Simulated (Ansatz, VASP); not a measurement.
**One calculation of Al, two programs**

The input INCAR:

```
SYSTEM = Al
PREC = Accurate
ENCUT = 520
EDIFF = 1E-6
ISMEAR = 0
SIGMA = 0.15
LREAL = .False.
LASPH = .True.
NELM = 80
ALGO = Fast
ISIF = 2
LWAVE = .False.
LCHARG = .False.
GGA = PS
NBANDS = 10
```

KPOINTS

```
regular mesh
0
Gamma
  24 24 14
  0 0 0
```

POSCAR

```
Al
1.0
    2.7788184262      0.0000000000      0.0000000000
   -1.3894092131      2.4065273496      0.0000000000
    0.0000000000      0.0000000000      4.6373162797
Al
2
Direct
    0.6666666667      0.3333333333      0.7500000000
    0.3333333333      0.6666666667      0.2500000000
```

Input for Ansatz:

```yaml
crystal:
  lattice:
    - [2.7788184262, 0.0, 0.0]
    - [-1.3894092131, 2.4065273496, 0.0]
    - [0.0, 0.0, 4.6373162797]
  atoms:
    - { symbol: Al, position: [0.6666666667, 0.3333333333, 0.75] }
    - { symbol: Al, position: [0.3333333333, 0.6666666667, 0.25] }
basis:
  ecutwfc: 420
kpoints:
  mp_grid: { grid: [24, 24, 14] }
hamiltonian:
  xc: pbesol
scf:
  occupations: { method: gaussian, width: 0.15 }
output:
  forces: true
  stress: true
  eigenvalues: true
```

Change from the starting cell: strain -0.025 along x and y, +0.000 along z, atoms carried along.

Alike in both runs: task single point; functional PBEsol; k mesh 24 × 24 × 14; occupations gaussian, width 0.15 eV; no spin polarisation.

```csv
,VASP,Ansatz
version,VASP 6.6.1,Ansatz 0.2.0
potentials or method,"VASP PAW PBE potentials, release 64 (Al), cutoff 520 eV","scalar-relativistic, plane waves, PAW"
valence electrons in the cell,6,6
```

|  | VASP | Ansatz | Ansatz less VASP |
| --- | --- | --- | --- |
| gap on the k mesh at the Fermi level (eV) | none | none | - |
| pressure (GPa) | 4.6 | 4.5 | -0.08 |
| traceless stress, the component that is largest in VASP (GPa) | -0.55 | -0.54 | +0.009 |

VASP's potentials were made for PBE, not for PBEsol. A gap of «none» marks a metal or a gap that the smearing closes.
